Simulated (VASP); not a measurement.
## Ir: single point with r2SCAN

Crystal: Ir.

```xyz
1
Lattice="0.0000 1.9408 1.9408 1.9408 0.0000 1.9408 1.9408 1.9408 0.0000" Properties=species:S:1:pos:R:3 pbc="T T T"
Ir    0.0000    0.0000    0.0000
```

```yaml
Program: VASP 6.6.1
Task: single point
Functional: r2SCAN
Potentials_or_basis: VASP PAW PBE potentials, release 64 (Ir_sv_GW)
Cutoff: 550 eV
k_mesh: 12 × 12 × 12
Occupations: fermi-dirac, width 0.05 eV
Spin: no spin polarisation
```

```json
{"Pressure": "-12.7 GPa"}
```

Levels at points of the mesh, in eV from the Fermi level:
```
           k point  band 6  band 7  band 8  band 9  band 10  band 11
(0.00, 0.00, 0.00)   -3.82   -3.82   -3.82   -1.25    -1.25    14.35
(0.50, 0.00, 0.00)   -3.96   -3.96   -0.63    0.86     0.86     7.34
(0.50, 0.50, 0.00)   -7.27    0.77    1.46    1.46     1.74    10.65
```

Wall time 41 s on 1 thread of Intel(R) Xeon(R) Platinum 8488C (Sapphire Rapids) (shared host), peak memory 0.16 GiB.

Caveat: the PAW data sets were made with another functional, which shifts forces and pressure a little; spin-orbit coupling is left out, which moves the levels of the heavy elements.
